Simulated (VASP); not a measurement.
Write the native input for VASP 6.6.1 that does the following.

```
Task                               : single point
Functional                         : HSE06
Potentials or basis                : VASP PAW PBE potentials, release 64 (Ag)
Cutoff                             : 520 eV
k mesh                             : 6 × 6 × 6
Occupations                        : fermi-dirac, width 0.1 eV
Spin                               : no spin polarisation
Dipole correction                  : no
Grid for exact exchange (PRECFOCK) : Normal
Further INCAR settings             : ALGO = Normal; EDIFF = 1e-06; NBANDS = 12
Share of exact exchange            : 0.25
Screening parameter                : 0.2079 1/Å
```

Ag:

```
Ag
1.0
     0.00000    2.06107    2.06107
     2.06107    0.00000    2.06107
     2.06107    2.06107    0.00000
Ag
1
Direct
  0.00000 0.00000 0.00000
```

One way to write it, as run:

POSCAR

```
Ag
1.0
    0.0000000000      2.0610734059      2.0610734059
    2.0610734059      0.0000000000      2.0610734059
    2.0610734059      2.0610734059      0.0000000000
Ag
1
Direct
    0.0000000000      0.0000000000      0.0000000000
```

INCAR.step1

```
SYSTEM = Ag
  PREC = Accurate
  ENCUT = 520
  EDIFF = 1E-5
  ISMEAR = -1
  SIGMA = 0.1
  LREAL = .FALSE.
  LASPH = .TRUE.
  NELM = 80
  ALGO = Normal
  ISIF = 2
  LWAVE = .TRUE.
  LCHARG = .FALSE.
  NBANDS = 12
  GGA = PE
```

INCAR.step2

```
SYSTEM = Ag
  PREC = Accurate
  ENCUT = 520
  EDIFF = 1E-6
  ISMEAR = -1
  SIGMA = 0.1
  LREAL = .FALSE.
  LASPH = .TRUE.
  NELM = 80
  ALGO = Normal
  ISIF = 2
  LWAVE = .FALSE.
  LCHARG = .FALSE.
  GGA = PE
  LHFCALC = .TRUE.
  HFSCREEN = 0.2079
  PRECFOCK = Normal
  NBANDS = 12
  ISTART = 1
```

KPOINTS

```
Automatic mesh
0
G
  6 6 6
  0 0 0
```

Potentials or basis: VASP PAW PBE potentials, release 64 (Ag).

Run with:

```bash
$ cat potpaw_PBE.64/Ag/POTCAR > POTCAR
$ cp INCAR.step1 INCAR
$ mpirun -np 1 vasp_std > vasp.out
$ cp INCAR.step2 INCAR
$ mpirun -np 1 vasp_std > vasp.out
```

It gave:

The pressure is 2.2 GPa and the band gap on the k mesh is zero (an odd number of electrons rules out a gap without spin polarisation).

Caveat: the k points lie up to 0.44 Å⁻¹ apart, too coarse for converged energies and pressures of a metal; the PAW data sets were made with another functional, which shifts forces and pressure a little.

It took 5.5 min on 1 thread of Intel(R) Xeon(R) 6975P-C (Granite Rapids) (shared host), peak memory 0.25 GiB.
